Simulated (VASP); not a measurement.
Runs of VASP 6.6.1 on InSb. The structure is that of space group F-43m (No. 216), or close to it. The cells are those of the table. 

```tsv
cell	gap on the mesh (eV)	pressure (GPa)
a = 4.650, b = 4.650, c = 4.581 Å, angles 60.5, 60.5, 59.0°, 2 atoms	none	-1.7
a = 4.673, b = 4.673, c = 4.581 Å, angles 60.7, 60.7, 58.7°, 2 atoms	none	(a)
a = 4.604, b = 4.604, c = 4.581 Å, angles 60.2, 60.2, 59.7°, 2 atoms	none	-0.9
a = 4.535, b = 4.535, c = 4.581 Å, angles 59.7, 59.7, 60.7°, 2 atoms	-	0.4
```

Alike in all rows: task single point; level LDA; potentials or basis VASP PAW LDA potentials, release 64 (In_d, Sb); no spin polarisation; k mesh 12 × 12 × 12; cutoff (eV) 520; smearing gaussian 0.15 eV.

Estimate the missing entries.

(a) -2.1.

Caveats: spin-orbit coupling is left out, which moves the levels of the heavy elements.

A k mesh can miss the band edges, and the runs leave out spin-orbit coupling on In, Sb.

A gap of «none» marks levels without a gap at the run's occupations.
